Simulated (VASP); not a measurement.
CdS:

```xyz
2
Lattice="0.0000 2.7160 2.7160 2.7160 0.0000 2.7160 2.7160 2.7160 0.0000" Properties=species:S:1:pos:R:3 pbc="T T T"
Cd    0.0000    0.0000    0.0000
S     2.7160    2.7160    2.7160
```

This cell differs from its parent crystal: volume scaled by 0.96.

Base run:

- Program: VASP 6.6.1
- Functional: PBE
- Potentials or basis: VASP PAW PBE potentials, release 64 (Cd, S)
- Cutoff: 520 eV
- k mesh: 8 × 8 × 8
- Occupations: fermi-dirac, width 0.05 eV
- Spin: no spin polarisation

Its results: band gap on the k mesh 0.25 eV, indirect (least direct gap 1.80 eV); pressure 3.2 GPa.

Problem. The run is repeated on the same cell with these changes: functional from PBE to r2SCAN. What comes out?

Solution. Band gap on the k mesh 0.73 eV, indirect (least direct gap 2.44 eV); pressure 1.5 GPa.

r2SCAN gives the wider gap, since meta-GGAs in the generalised Kohn-Sham scheme recover part of the derivative discontinuity.

Caveats: the PAW data sets were made with another functional, which shifts forces and pressure a little (some runs).

A k mesh can miss the band edges.
